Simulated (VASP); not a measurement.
HCl, 2 atoms in the cell. It takes space group Fmmm (No. 69, orthorhombic). Conventional cell: a = 5.030 Å, b = 5.350 Å, c = 6.053 Å, α = 90.00°, β = 90.00°, γ = 90.00°. Within 3.3 Å of H (site symmetry mmm) lie 6 Cl at 2.52 to 3.03 Å. Cl (site symmetry mmm) has 6 H at 2.52 to 3.03 Å within 3.3 Å.  This cell differs from its parent crystal: strain +0.0600 x Voigt [0, 0, 1, 0, 0, 0].

| Item | Value |
| --- | --- |
| Program | VASP 6.6.1 |
| Task | single point |
| Functional | PBEsol |
| Potentials or basis | VASP PAW PBE potentials, release 64 (H, Cl) |
| Cutoff | 520 eV |
| k mesh | 16 × 16 × 16 |
| Occupations | gaussian, width 0.15 eV |
| Spin | no spin polarisation |
| Dipole correction | no |
| Further INCAR settings | ALGO = Normal; EDIFF = 1e-06; NBANDS = 11 |

Potentials or basis: VASP PAW PBE potentials, release 64 (H, Cl).

The run is started by

```bash
$ cat potpaw_PBE.64/H/POTCAR potpaw_PBE.64/Cl/POTCAR > POTCAR
$ mpirun -np 1 vasp_std > vasp.out
```

Hardware: 1 thread of Intel(R) Xeon(R) Platinum 8175M CPU @ 2.50GHz (Skylake/Cascade Lake), on a shared host.

**Question.** How long does it take, and how much memory?

**Answer.** Wall time 4 min on 1 thread of Intel(R) Xeon(R) Platinum 8175M CPU @ 2.50GHz (Skylake/Cascade Lake), on a shared host, peak memory 0.36 GiB. Counts: scf iterations 14, k points 621.
